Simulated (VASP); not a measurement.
Set up this calculation in VASP 6.6.1, as the native input.

- Task: single point
- Functional: PBEsol
- Potentials or basis: VASP PAW PBE potentials, release 64 (Al)
- Cutoff: 520 eV
- k mesh: 11 × 11 × 6
- Occupations: fermi-dirac, width 0.05 eV
- Spin: no spin polarisation
- Dipole correction: no
- Further INCAR settings: ALGO = Normal; EDIFF = 1e-06; NBANDS = 10

The structure of Al lies in POSCAR:

```
Al
1.0
    2.7550421937      0.0000000000      0.0000000000
   -1.3775210968      2.3859365282      0.0000000000
    0.0000000000      0.0000000000      4.7674986532
Al
2
Direct
    0.3333333333      0.6666666667      0.2500000000
    0.6666666667      0.3333333333      0.7500000000
```

This cell differs from its parent crystal: volume scaled by 0.94.

One way to write it, as run:

INCAR

```
SYSTEM = Al
PREC = Accurate ; ENCUT = 520
EDIFF = 1E-6 ; ISMEAR = -1
SIGMA = 0.05 ; LREAL = .FALSE.
LASPH = .TRUE. ; NELM = 100
ALGO = Normal ; ISIF = 2
LWAVE = .FALSE. ; LCHARG = .FALSE.
GGA = PS ; NBANDS = 10
```

KPOINTS

```
Automatic mesh
0
G
  11 11 6
  0 0 0
```

Potentials or basis: VASP PAW PBE potentials, release 64 (Al).

Launch:

```bash
$ cat potpaw_PBE.64/Al/POTCAR > POTCAR
$ mpirun -np 1 vasp_std > vasp.out
```

Results of the run:

* Pressure: 4.0 GPa
* Band gap on the k mesh: zero (band 3 reaches 12.05 eV, above the bottom of band 4 at 5.50 eV)

Caveat: the PAW data sets were made with another functional, which shifts forces and pressure a little.

It took 9.8 s on 1 thread of AMD EPYC 7R13 Processor (Zen 3) (shared host), peak memory 0.11 GiB.
